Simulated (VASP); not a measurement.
# Mg33O31 (a cell with a defect) in VASP: single point with PBEsol

Aim: the single point of Mg33O31 (a cell with a defect) with PBEsol.

All numbers are computed with VASP 6.6.1; they aren't measurements. Logs are shortened: lines on timing, memory, paths and dates and some standing lists are left out, and cuts for length are marked.

### 1 The cell of the first run

The cell holds a defect, 64 atoms: a = 8.429 Å, b = 8.429 Å, c = 8.429 Å, α = 90.00°, β = 90.00°, γ = 90.00°.

### 2 Single point, PBEsol

Contents of INCAR:

```
  PREC = Accurate
  ENCUT = 520
  EDIFF = 1E-6
  ISMEAR = -1
  SIGMA = 0.05
  LREAL = Auto
  LASPH = True
  NELM = 100
  ALGO = Normal
  ISIF = 2
  LWAVE = False
  LCHARG = False
  GGA = PS
  NBANDS = 164
  NELECT = 254.0
  ISYM = 0
```

Contents of KPOINTS:

```
Automatic mesh
0
Gamma
  1 1 1
  0.25 0.25 0.25
```

Contents of POSCAR:

```
Mg33O31
1.0
    8.4288080000      0.0000000000      0.0000000000
    0.0000000000      8.4288080000      0.0000000000
    0.0000000000      0.0000000000      8.4288080000
O Mg
31 33
Direct
    0.2499370000      0.0003240000      0.0002220000
    0.2499160000      0.0002620000      0.5003280000
    0.2499490000      0.5002560000      0.9995640000
    0.7498930000      0.0002640000      0.0003590000
    0.7500310000      0.0002820000      0.5003000000
    0.7498800000      0.5002500000      0.0003780000
    0.7507700000      0.5002770000      0.5003430000
    0.9978440000      0.2497100000      0.9989820000
    0.9844600000      0.2364990000      0.5009440000
    0.9979390000      0.7508720000      0.9978570000
    0.9862900000      0.7621910000      0.5018150000
    0.5018480000      0.2496740000      0.0026790000
    0.5140630000      0.2385410000      0.4990120000
    0.5019650000      0.7507760000      0.0015850000
    0.5159010000      0.7639680000      0.4998780000
    0.9976400000      0.0006620000      0.2479960000
    0.9984930000      0.9994240000      0.7518070000
    0.9802920000      0.5004240000      0.2303270000
    0.9995490000      0.5010390000      0.7504600000
    0.5012880000      0.0011230000      0.2489080000
    0.5022010000      0.9999230000      0.7526600000
    0.5001670000      0.4994180000      0.2504280000
    0.5199570000      0.5000600000      0.7699440000
    0.2509660000      0.2416870000      0.2395600000
    0.2491820000      0.2329880000      0.7692110000
    0.2504310000      0.7675100000      0.2309010000
    0.2487440000      0.7590470000      0.7607060000
    0.7478590000      0.2498720000      0.2483710000
    0.7515330000      0.2494270000      0.7525420000
    0.7484430000      0.7510520000      0.2481580000
    0.7521090000      0.7506870000      0.7523420000
    0.2517700000      0.5001460000      0.4985840000
    0.9989660000      0.0001790000      0.9995620000
    0.9925480000      0.9998020000      0.5001260000
    0.9937130000      0.5003900000      0.9947560000
    0.9777990000      0.4981540000      0.4865790000
    0.5008550000      0.0003200000      0.0011570000
    0.5073380000      0.0007530000      0.5004890000
    0.5059440000      0.5001670000      0.0055310000
    0.5242910000      0.5021200000      0.5150910000
    0.2500140000      0.2431050000      0.0026300000
    0.2478100000      0.2260930000      0.5071590000
    0.2498980000      0.7575150000      0.9975290000
    0.2510040000      0.7743650000      0.4943910000
    0.7497770000      0.2494450000      0.0005350000
    0.7495880000      0.2431020000      0.5004380000
    0.7499540000      0.7510810000      0.0002320000
    0.7508020000      0.7573740000      0.5001680000
    0.2497350000      0.0027930000      0.2428520000
    0.2501440000      0.9977730000      0.7577640000
    0.2350380000      0.5066690000      0.2259490000
    0.2637140000      0.4940020000      0.7726350000
    0.7491130000      0.0004690000      0.2493470000
    0.7506650000      0.0000190000      0.7513420000
    0.7448260000      0.5004350000      0.2443190000
    0.7554370000      0.5001020000      0.7565270000
    0.0010870000      0.2524640000      0.2520750000
    0.0031680000      0.2501170000      0.7476370000
    0.0014480000      0.7489610000      0.2510370000
    0.0025040000      0.7497920000      0.7473230000
    0.4971610000      0.2508980000      0.2535040000
    0.4984690000      0.2515840000      0.7495770000
    0.4963510000      0.7501650000      0.2533790000
    0.4988270000      0.7480410000      0.7484040000
```

Potentials or basis: VASP PAW PBE potentials, release 64 (O, Mg).

Launch:

```bash
cat potpaw_PBE.64/O/POTCAR potpaw_PBE.64/Mg/POTCAR > POTCAR
mpirun -np 1 vasp_std > vasp.out
```

OUTCAR:

```text
PREC = Accurate
   ENCUT = 520
   EDIFF = 1E-6
   ISMEAR = -1
   LREAL = Auto
   LASPH = True
   NELM = 100
   ISIF = 2
   GGA = PS
   NELECT = 254.0
   ISYM = 0

 ion  position               nearest neighbor table
   1  0.250  0.000  0.000-  50 2.04  49 2.05  41 2.05  43 2.05  37 2.11  33 2.12
   2  0.250  0.000  0.500-  42 1.90  44 1.90  34 2.17  38 2.17  50 2.17  49 2.17
   3  0.250  0.500  1.000-  51 1.91  52 1.92  39 2.16  35 2.16  41 2.17  43 2.17
   4  0.750  0.000  0.000-  53 2.10  54 2.10  37 2.10  33 2.10  45 2.10  47 2.10
   5  0.750  0.000  0.500-  34 2.04  38 2.05  46 2.05  48 2.05  53 2.12  54 2.12
   6  0.750  0.500  0.000-  35 2.06  56 2.06  39 2.06  55 2.06  45 2.11  47 2.11
[... 23 lines left out ...]
  30  0.748  0.751  0.248-  47 2.09  53 2.10  55 2.11  48 2.12  63 2.13  59 2.13
  31  0.752  0.751  0.752-  47 2.09  54 2.10  60 2.11  56 2.11  48 2.13  64 2.14
  32  0.252  0.500  0.499-  40 2.30  51 2.30  42 2.31  36 2.31  44 2.31  52 2.31  61 3.60  63 3.60
                            64 3.62  57 3.62  62 3.63  59 3.63  60 3.64  58 3.64
  33  0.999  0.000  1.000-  17 2.09  16 2.09   4 2.10  10 2.10   8 2.10   1 2.12  50 2.94  43 2.94
                            41 2.94  49 2.95  54 2.96  47 2.97  45 2.97  53 2.98  58 2.99  60 3.00
  34  0.993  1.000  0.500-   9 2.00  11 2.00   5 2.04  17 2.12  16 2.13   2 2.17  42 2.88  48 2.89
                            44 2.89  46 2.90  54 2.94  53 2.95  60 2.96  58 2.97  59 2.98  57 2.99
  35  0.994  0.500  0.995-  18 1.99   6 2.06  19 2.06  10 2.11   8 2.11   3 2.16  51 2.82  56 2.84
                            52 2.95  47 2.95  45 2.95  60 2.96  58 2.97  55 2.97  59 3.01  57 3.01
  36  0.978  0.498  0.487-   7 1.92  18 2.16   9 2.21  11 2.23  19 2.23  32 2.31  55 2.83  57 2.87
                            46 2.89  48 2.91  59 2.91  56 2.95  58 3.04  60 3.06  51 3.09  42 3.24
  37  0.501  0.000  0.001-  20 2.09  21 2.09   4 2.10  12 2.10  14 2.10   1 2.11  49 2.94  41 2.94
                            43 2.94  50 2.95  53 2.96  45 2.97  47 2.97  54 2.98  63 2.99  62 3.00
  38  0.507  0.001  0.500-  15 2.00  13 2.01   5 2.05  20 2.12  21 2.13   2 2.17  44 2.88  46 2.89
                            42 2.90  48 2.90  53 2.94  54 2.95  61 2.96  63 2.97  62 2.98  64 2.98
  39  0.506  0.500  0.006-  23 1.99   6 2.06  22 2.06  12 2.11  14 2.11   3 2.16  52 2.83  55 2.85
                            51 2.94  45 2.95  47 2.95  61 2.96  63 2.97  56 2.97  62 3.01  64 3.01
  40  0.524  0.502  0.515-   7 1.91  23 2.15  15 2.21  13 2.23  22 2.24  32 2.30  56 2.82  64 2.87
                            48 2.88  46 2.90  62 2.90  55 2.94  63 3.05  61 3.07  52 3.09  44 3.26
  41  0.250  0.243  0.003-  25 1.97  24 2.00   1 2.05  12 2.12   8 2.13   3 2.17  49 2.86  52 2.87
[... 33 lines left out ...]
  58  0.003  0.250  0.748-  25 2.09   9 2.09  17 2.11  19 2.12   8 2.12  29 2.12  42 2.90  35 2.97
                            56 2.97  34 2.97  50 2.98  46 2.99  33 2.99  41 2.99  54 3.00  52 3.02
  59  0.001  0.749  0.251-  18 2.11  26 2.11  11 2.12  16 2.12  30 2.13  10 2.13  51 2.84  36 2.91
                            44 2.95  48 2.98  34 2.98  43 2.99  49 2.99  47 2.99  33 3.00  53 3.00
  60  0.003  0.750  0.747-  11 2.08  27 2.08  19 2.10  17 2.10  31 2.11  10 2.11  50 2.96  56 2.96
                            35 2.96  34 2.96  43 2.97  48 2.97  54 2.99  44 3.00  33 3.00  47 3.01
  61  0.497  0.251  0.254-  13 2.08  24 2.08  22 2.10  20 2.11  28 2.11  12 2.11  49 2.95  38 2.96
                            55 2.96  39 2.96  41 2.97  46 2.98  53 2.99  37 3.00  42 3.01  45 3.01
  62  0.498  0.252  0.750-  23 2.11  25 2.11  13 2.12  21 2.12  29 2.13  12 2.13  52 2.85  40 2.90
                            42 2.95  38 2.98  46 2.98  41 2.99  45 2.99  50 2.99  37 3.00  54 3.00
  63  0.496  0.750  0.253-  26 2.09  15 2.09  22 2.11  20 2.12  14 2.12  30 2.13  44 2.91  38 2.97
                            39 2.97  55 2.97  49 2.98  48 2.99  37 2.99  43 2.99  53 3.00  51 3.02
  64  0.499  0.748  0.748-  15 2.10  23 2.11  27 2.11  21 2.12  14 2.13  31 2.14  40 2.87  52 2.92
                            43 2.97  50 2.97  48 2.98  38 2.98  47 3.00  44 3.00  54 3.00  56 3.01

IMPORTANT INFORMATION: All symmetrisations will be switched off!
NOSYMM: (Re-)initialisation of all symmetry stuff for point group C_1.

----------------------------------------------------------------------------------------

                                     Primitive cell

  volume of cell :     598.8230

  direct lattice vectors                    reciprocal lattice vectors
     8.428808000  0.000000000  0.000000000     0.118640738  0.000000000  0.000000000
     0.000000000  8.428808000  0.000000000     0.000000000  0.118640738  0.000000000
     0.000000000  0.000000000  8.428808000     0.000000000  0.000000000  0.118640738

  length of vectors
     8.428808000  8.428808000  8.428808000     0.118640738  0.118640738  0.118640738

  position of ions in fractional coordinates (direct lattice)
     0.249937000  0.000324000  0.000222000
     0.249916000  0.000262000  0.500328000
[... 160 lines left out ...]
 -0.250000 -0.250000  0.250000      2.000000
  0.250000 -0.250000  0.250000      2.000000
   k-points           NKPTS =      4   k-points in BZ     NKDIM =      4   number of bands    NBANDS=    164
   number of dos      NEDOS =    301   number of ions     NIONS =     64
   total plane-waves  NPLWV = 262144
   dimension x,y,z NGX =    64 NGY =   64 NGZ =   64
   dimension x,y,z NGXF=   128 NGYF=  128 NGZF=  128
   ions per type =              31  33
   NGX,Y,Z   is equivalent  to a cutoff of  12.62, 12.62, 12.62 a.u.
   NGXF,Y,Z  is equivalent  to a cutoff of  25.25, 25.25, 25.25 a.u.
 SYSTEM =  unknown system
   PREC   = accura    normal or accurate (medium, high low for compatibility)
   ISTART =      0    job   : 0-new  1-cont  2-samecut
   ICHARG =      2    charge: 1-file 2-atom 10-const
   ISPIN  =      1    spin polarized calculation?
   LNONCOLLINEAR =      F non collinear calculations
   LSORBIT =      F    spin-orbit coupling
   LASPH  =      T    aspherical Exc in radial PAW
   ENCUT  =  520.0 eV  38.22 Ry    6.18 a.u.  15.67 15.67 15.67*2*pi/ulx,y,z
   NELM   =    100;   NELMIN=  2; NELMDL= -5     # of ELM steps
   EDIFF  = 0.1E-05   stopping-criterion for ELM
   LREAL  =      T    real-space projection
   EDIFFG = 0.1E-04   stopping-criterion for IOM
   NSW    =      0    number of steps for IOM
   IBRION =     -1    ionic relax: 0-MD 1-quasi-New 2-CG
   NFREE  =      0    steps in history (QN), initial steepest desc. (CG)
   ISIF   =      2    stress and relaxation
   ISYM   =      0    0-nonsym 1-usesym 2-fastsym
   POTIM  = 0.5000    time-step for ionic-motion
   TEBEG  =    0.0;   TEEND  =   0.0 temperature during run
   PSTRESS=    0.0 pullay stress
   NELECT =     254.0000    total number of electrons
   NUPDOWN=      -1.0000    fix difference up-down
   EMIN   =  10.00;   EMAX   =-10.00  energy-range for DOS
   EFERMI =   0.00;   METHOD = LEGACY
   ISMEAR =    -1;   SIGMA  =   0.05  broadening in eV -4-tet -1-fermi 0-gaus
   EFERMI_NEDOS =   21; number of points for ismear=-14 and -15
   IALGO  =     38    algorithm
   IMIX   =      4    mixing-type and parameters
     AMIX     =   0.40;   BMIX     =  1.00
     AMIX_MAG =   1.60;   BMIX_MAG =  1.00
  volume/ion in A,a.u.               =       9.36        63.14
  Fermi-wavevector in a.u.,A,eV,Ry     =   1.230042  2.324442 20.585657  1.513003
  Thomas-Fermi vector in A             =   2.364906
   LORBIT       =      0    0 simple, 1 ext, 2 COOP (PROOUT), +10 PAW based schemes
   GGA     = PS    functional components
   LHFCALC =     F    Hartree Fock is set to
   AEXX    =    0.0000 exact exchange contribution
   IVDW    =     0    specifies the selected vdW correction
   LEPSILON=     F    determine dielectric tensor
   LRPA    =     F    only Hartree local field effects (RPA)
 non-spin polarized calculation
  energy-cutoff  :      520.00
  volume of cell :      598.82
 maximum number of plane-waves:     16125
 NGX is ok and might be reduce to    64
   NGX = 31   NGY = 31   NGZ = 31

 number of electron     253.9999962 magnetization

 Free energy of the ion-electron system (eV)
  ---------------------------------------------------
  ext. energy  EPLUGINS =         0.00000000
  ---------------------------------------------------
  free energy    TOTEN  =      -363.08314810 eV

  energy without entropy =     -363.02888974  energy(sigma->0) =     -363.05601892

 E-fermi :   8.2768     XC(G=0): -11.3809

 val. band max:        8.2220449965   @ k =   0.2500  -0.2500   0.2500
 cond. band min:       8.3015823798   @ k =  -0.2500   0.2500   0.2500
 fundamental gap:      0.0795373834
 Fermi energy:         8.2767515975

 k-point     1 :       0.2500    0.2500    0.2500
  band No.  band energies     occupation
      1     -14.0539      2.00000
      2     -13.7688      2.00000
      3     -13.7586      2.00000
      4     -13.6040      2.00000
      5     -13.4427      2.00000
      6     -13.4400      2.00000
[... 557 lines left out ...]
    138      11.5570      0.00000
    139      11.7863      0.00000
 [bands above 139 left out]

------------------------ aborting loop because EDIFF is reached ----------------------------------------

  FORCE on cell =-STRESS in cart. coord.  units (eV):
  Direction    XX          YY          ZZ          XY          YZ          ZX
  --------------------------------------------------------------------------------------
  -------------------------------------------------------------------------------------
  Total       57.1327529     57.8846745     56.9241955      0.7492512     -2.4601321      6.3412734
  in kB      152.8611948    154.8729942    152.3031904      2.0046547     -6.5821917     16.9663561
  external PRESSURE =     153.3457931 kB  Pullay stress =       0.0000000 kB

 VOLUME and BASIS-vectors are now :
 -----------------------------------------------------------------------------
  energy-cutoff  :      520.00
  volume of cell :      598.82
      direct lattice vectors                 reciprocal lattice vectors
     8.428808000  0.000000000  0.000000000     0.118640738  0.000000000  0.000000000
     0.000000000  8.428808000  0.000000000     0.000000000  0.118640738  0.000000000
     0.000000000  0.000000000  8.428808000     0.000000000  0.000000000  0.118640738

 POSITION                                       TOTAL-FORCE (eV/Angst)
 -----------------------------------------------------------------------------------
      2.10667      0.00273      0.00187        -0.000338     -0.001519     -0.000204
      2.10649      0.00221      4.21717         0.002916      0.000253     -0.002771
      2.10677      4.21656      8.42513         0.000845      0.001683     -0.003624
      6.32070      0.00223      0.00303         0.000333      0.000407      0.000585
      6.32187      0.00238      4.21693         0.000438     -0.000872      0.001536
      6.32059      4.21651      0.00319         0.000289      0.001216      0.000888
[... 56 lines left out ...]
      4.18365      6.32300      2.13568         0.044039     -0.077923     -0.040929
      4.20452      6.30509      6.30815         0.031104     -0.003915      0.046910
 -----------------------------------------------------------------------------------
    total drift:                               -0.000067      0.003059     -0.000926

  FREE ENERGIE OF THE ION-ELECTRON SYSTEM (eV)
  ---------------------------------------------------
  free  energy   TOTEN  =      -363.0831480977 eV

  energy  without entropy=     -363.0288897394  energy(sigma->0) =     -363.05601892
```

Wall time 11 min (1 thread of Intel Xeon Platinum 8488C (Sapphire Rapids), shared host); peak memory 0.69 GiB.

Results:

* Free energy: -363.0831 eV
* Largest force: 0.255 eV/Å

Forces in eV/Å, atoms in the order of the input:
```
O    0.000 -0.002  0.000
O    0.003  0.000 -0.003
O    0.001  0.002 -0.004
O    0.000  0.000  0.001
O    0.000 -0.001  0.002
O    0.000  0.001  0.001
O    0.008  0.000 -0.001
O    0.020 -0.038  0.031
O    0.097 -0.054 -0.019
O    0.020  0.036  0.023
O    0.156  0.026 -0.083
O   -0.020 -0.035 -0.025
O   -0.155 -0.029  0.081
O   -0.021  0.039 -0.030
O   -0.094  0.051  0.022
O    0.020  0.016  0.023
O    0.020  0.013 -0.020
O    0.000 -0.003 -0.014
O   -0.153 -0.043  0.180
O   -0.018 -0.010  0.019
O   -0.019 -0.017 -0.024
O    0.154  0.043 -0.177
O    0.002  0.001  0.015
O   -0.052 -0.095  0.048
O    0.039  0.083 -0.238
O   -0.040 -0.081  0.238
O    0.052  0.093 -0.052
O    0.050 -0.040  0.022
O   -0.006 -0.036 -0.021
O    0.006  0.038  0.019
O   -0.050  0.039 -0.024
Mg   0.012 -0.011 -0.015
Mg  -0.012  0.011  0.009
Mg  -0.032 -0.020 -0.009
Mg  -0.030 -0.013 -0.046
Mg  -0.089  0.032  0.098
Mg   0.012 -0.011 -0.010
Mg   0.030  0.019  0.008
Mg   0.030  0.010  0.045
Mg   0.088 -0.021 -0.083
Mg  -0.010  0.035  0.027
Mg   0.009  0.039 -0.040
Mg   0.010 -0.036 -0.028
Mg  -0.022 -0.039  0.055
Mg   0.010  0.030  0.013
Mg  -0.012  0.031 -0.007
Mg  -0.011 -0.031 -0.012
Mg   0.011 -0.027  0.007
Mg  -0.009  0.019 -0.018
Mg   0.010 -0.019  0.019
Mg   0.083 -0.039 -0.066
Mg  -0.095  0.045  0.065
Mg   0.007  0.011 -0.009
Mg  -0.008 -0.010  0.007
Mg  -0.048 -0.008 -0.025
Mg   0.047  0.007  0.026
Mg  -0.030  0.004 -0.045
Mg  -0.044  0.075  0.041
Mg  -0.061  0.014 -0.026
Mg  -0.012 -0.091 -0.006
Mg   0.009  0.092  0.010
Mg   0.060 -0.014  0.024
Mg   0.044 -0.078 -0.041
Mg   0.031 -0.004  0.047
```

Caveat: the k points lie up to 0.75 Å⁻¹ apart; the cell carries a net charge on a neutralising background, which shifts energy and pressure; the cell is charged against a uniform background, so pressure and absolute levels hang on convention; the PAW data sets were made with another functional, which shifts forces and pressure a little.
